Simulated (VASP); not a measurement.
A run of VASP 6.6.1:

INCAR

```
  PREC = Accurate
  ENCUT = 520
  EDIFF = 1E-6
  ISMEAR = 0
  SIGMA = 0.15
  LREAL = F
  LASPH = T
  NELM = 60
  ALGO = Fast
  ISIF = 2
  LWAVE = F
  LCHARG = T
  LELF = T
  LVHAR = T
  NBANDS = 12
```

Contents of KPOINTS:

```
regular mesh
0
Gamma
  22 22 22
```

The input POSCAR:

```
Ti
1.0
    0.0000000000      2.3052342960      1.5668677510
    2.3052342960      0.0000000000      1.5668677510
    2.3052342960      2.3052342960      0.0000000000
Ti
1
Direct
    0.0000000000      0.0000000000      0.0000000000
```

Potentials or basis: VASP PAW LDA potentials, release 64 (Ti_sv).

The run is started by

```console
$ cat potpaw_LDA.64/Ti_sv/POTCAR > POTCAR
$ mpirun -np 1 vasp_std > vasp.out
```

Hardware: 1 thread of Intel(R) Xeon(R) Platinum 8559C (Emerald Rapids), with other jobs on the host.

**Question.** How long does it take, and how much memory?

**Answer.** It took 110 s on 1 thread of Intel(R) Xeon(R) Platinum 8559C (Emerald Rapids), with other jobs on the host, peak memory 0.26 GiB. Counts: scf iterations 20, k points 834.
